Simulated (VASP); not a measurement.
Wanted: the native input for a VASP 6.6.1 run.

- Task: single point
- Functional: LDA
- Potentials or basis: VASP PAW LDA potentials, release 64 (Sb)
- Cutoff: 520 eV
- k mesh: 7 × 7 × 4
- Occupations: fermi-dirac, width 0.05 eV
- Spin: non-collinear spin, zero start, spin-orbit coupling
- Starting moments: [[0.0, 0.0, 0.0], [0.0, 0.0, 0.0]] μB
- Dipole correction: no
- Further INCAR settings: ALGO = Normal; EDIFF = 1e-06; NBANDS = 22

The structure of Sb lies in POSCAR:

```
Sb
1.0
    3.3545324186      0.0000000000      0.0000000000
   -1.6772662093      2.9051102923      0.0000000000
    0.0000000000      0.0000000000      5.4701606500
Sb
2
Direct
    0.6666666667      0.3333333333      0.7500000000
    0.3333333333      0.6666666667      0.2500000000
```

These files were run (other wordings do the same):

INCAR

```
PREC = Accurate
ENCUT = 520
EDIFF = 1E-6
ISMEAR = -1
SIGMA = 0.05
LREAL = F
LASPH = T
NELM = 150
ALGO = Normal
ISIF = 2
LWAVE = F
LCHARG = F
LNONCOLLINEAR = T
MAGMOM = 0 0 0 0 0 0
LORBIT = 11
LSORBIT = T
GGA_COMPAT = F
LORBMOM = T
NBANDS = 22
```

KPOINTS

```
regular mesh
0
Gamma
  7 7 4
```

Potentials or basis: VASP PAW LDA potentials, release 64 (Sb).

Run with:

```console
$ cat potpaw_LDA.64/Sb/POTCAR > POTCAR
$ mpirun -np 1 vasp_ncl > vasp.out
```

Results of the run:

The pressure is -2.2 GPa and the net moment is 0.00 μB per cell. The valence electrons inside the program's atomic spheres are Sb 2.37.

It took 31 s on 1 thread of Intel(R) Xeon(R) Platinum 8559C (Emerald Rapids), on a shared host, peak memory 0.26 GiB.
